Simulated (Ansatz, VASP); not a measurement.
# Two plane-wave programs on AlAs

```xyz
2
Lattice="0.0000 2.8374 2.8374 2.8374 0.0000 2.8374 2.8374 2.8374 0.0000" Properties=species:S:1:pos:R:3 pbc="T T T"
Al    0.0000    0.0000    0.0000
As    1.4187    1.4187    1.4187
```

Alike in both runs: functional PBEsol; k mesh 8 × 8 × 8; occupations gaussian, width 0.02 eV; no spin polarisation.

Ansatz relaxed the structure, and its values are those at the end. VASP's run is a single point on that final structure, the one shown.

|  | VASP | Ansatz |
| --- | --- | --- |
| version | VASP 6.6.1 | Ansatz 0.2.0 |
| potentials or method | VASP PAW PBE potentials, release 64 (Al, As), cutoff 500 eV | scalar-relativistic, plane waves, PAW |
| valence electrons in the cell | 8 | 18 |

Ansatz gave:

```
gap on the k mesh at the Fermi level (eV) : 1.34
least direct gap on the mesh (eV)         : 1.90
pressure (GPa)                            : 0.0
```

**Question.** What did VASP give for the same quantities?

**Answer.** gap on the k mesh at the Fermi level (eV): 1.33; least direct gap on the mesh (eV): 1.92; pressure (GPa): 0.3.

VASP's potentials were made for PBE, not for PBEsol. VASP's potentials hold 8 valence electrons a cell and Ansatz's 18, so a difference there can come from the potentials and not from the codes.
